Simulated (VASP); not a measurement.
A run of VASP 6.6.1:

INCAR

```
SYSTEM = Ti
PREC = Accurate
ENCUT = 500
EDIFF = 1E-6
ISMEAR = -1
SIGMA = 0.1
LREAL = .FALSE.
LASPH = .TRUE.
NELM = 120
ALGO = Normal
ISIF = 2
LWAVE = .FALSE.
LCHARG = .FALSE.
GGA = PE
NBANDS = 12
GGA_COMPAT = .FALSE.
```

Contents of KPOINTS:

```
Automatic mesh
0
G
  10 10 10
  0 0 0
```

Contents of POSCAR:

```
Ti
1.0
    0.0000000000      2.0367442356      2.0367442356
    2.0367442356      0.0000000000      2.0367442356
    2.0367442356      2.0367442356      0.0000000000
Ti
1
Direct
    0.0000000000      0.0000000000      0.0000000000
```

Potentials or basis: VASP PAW PBE potentials, release 64 (Ti_sv).

Command:

```sh
$ cat potpaw_PBE.64/Ti_sv/POTCAR > POTCAR
$ mpirun -np 1 vasp_std > vasp.out
```

Hardware: 1 thread of Intel Xeon 8259CL (shared host).

Problem. How long does it take, and how much memory?

Solution. It took 12 s on 1 thread of Intel Xeon 8259CL, on a shared host, peak memory 0.14 GiB. Counts: scf iterations 12, k points 47.
